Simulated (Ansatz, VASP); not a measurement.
## Two plane-wave programs on C

```xyz
2
Lattice="0.0000 1.7789 1.7789 1.7789 0.0000 1.7789 1.7789 1.7789 0.0000" Properties=species:S:1:pos:R:3 pbc="T T T"
C     0.0000    0.0000    0.0000
C     0.8895    0.8895    0.8895
```

Alike in both runs: task single point; functional PBE; k mesh 12 × 12 × 12; occupations gaussian, width 0.02 eV; no spin polarisation.

```csv
,VASP,Ansatz
version,VASP 6.6.1,Ansatz 0.2.0
potentials or method,"VASP PAW PBE potentials, release 64 (C), cutoff 600 eV","scalar-relativistic, plane waves, PAW"
valence electrons in the cell,8,8
```

|  | VASP | Ansatz | Ansatz less VASP |
| --- | --- | --- | --- |
| gap on the k mesh at the Fermi level (eV) | 4.17 | 4.18 | +0.007 |
| least direct gap on the mesh (eV) | 5.61 | 5.61 | +0.002 |
| pressure (GPa) | 5.1 | 5.1 | -0.01 |

With one functional, cell and mesh, what is left measures potentials, basis and numerics.
